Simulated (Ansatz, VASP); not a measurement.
**InSb: VASP beside Ansatz**

```
In Sb
1.0
     0.00000    3.19286    3.00480
     3.19286    0.00000    3.00480
     3.19286    3.19286    0.00000
In Sb
1 1
Cartesian
  0.0000 0.0000 0.0000
  3.1929 3.1929 3.0048
```

Alike in both runs: task single point; functional PBE; k mesh 14 × 14 × 14; occupations gaussian, width 0.15 eV; no spin polarisation.

|  | VASP | Ansatz |
| --- | --- | --- |
| version | VASP 6.6.1 | Ansatz 0.2.0 |
| potentials or method | VASP PAW PBE potentials, release 64 (In_d, Sb), cutoff 520 eV | scalar-relativistic, plane waves, PAW |
| valence electrons in the cell | 18 | 28 |

|  | VASP | Ansatz | Ansatz less VASP |
| --- | --- | --- | --- |
| gap on the k mesh at the Fermi level (eV) | none | none | - |
| pressure (GPa) | -1.9 | -1.8 | +0.04 |
| traceless stress, the component that is largest in VASP (GPa) | 2.76 | 2.77 | +0.006 |

A gap of «none» marks a metal or a gap that the smearing closes. VASP's potentials hold 18 valence electrons a cell and Ansatz's 28, so a difference there can come from the potentials and not from the codes.

Spin-orbit coupling is off throughout.
